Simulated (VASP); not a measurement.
Wanted: the native input for a VASP 6.6.1 run.

```
Task                   : single point
Functional             : LDA
Potentials or basis    : VASP PAW LDA potentials, release 64 (Ir)
Cutoff                 : 520 eV
k mesh                 : 12 × 12 × 12
Occupations            : fermi-dirac, width 0.05 eV
Spin                   : no spin polarisation
Dipole correction      : no
Further INCAR settings : ALGO = Fast; EDIFF = 1e-06; NBANDS = 10
```

The structure of Ir lies in POSCAR:

```
Ir
1.0
    0.0000000000      1.8897103398      1.8897103398
    1.8897103398      0.0000000000      1.8897103398
    1.8897103398      1.8897103398      0.0000000000
Ir
1
Direct
    0.0000000000      0.0000000000      0.0000000000
```

This cell differs from its parent crystal: volume scaled by 0.96.

These files were run (other wordings do the same):

INCAR

```
ALGO     = Fast           # electronic algorithm
EDIFF    = 1E-6           # SCF threshold, eV
ENCUT    = 520            # plane-wave cutoff, eV
ISIF     = 2              # what is computed and relaxed
ISMEAR   = -1             # smearing method
LASPH    = True           # aspherical terms in the spheres
LCHARG   = True           # write CHGCAR
LELF     = True           # ELF
LREAL    = False          # projectors in reciprocal space
LVHAR    = True         
LWAVE    = False          # write WAVECAR
NBANDS   = 10             # bands
NELM     = 100            # most SCF steps
PREC     = Accurate       # precision mode
SIGMA    = 0.05           # smearing width, eV
```

KPOINTS

```
k-points
0
Gamma
  12 12 12
```

Potentials or basis: VASP PAW LDA potentials, release 64 (Ir).

The run is started by

```console
$ cat potpaw_LDA.64/Ir/POTCAR > POTCAR
$ mpirun -np 1 vasp_std > vasp.out
```

Results of the run:

```json
{"Pressure": "13.2 GPa"}
```

Run time: 11 s on 1 thread of Intel Xeon 6975P-C (shared host), peak memory 0.13 GiB.
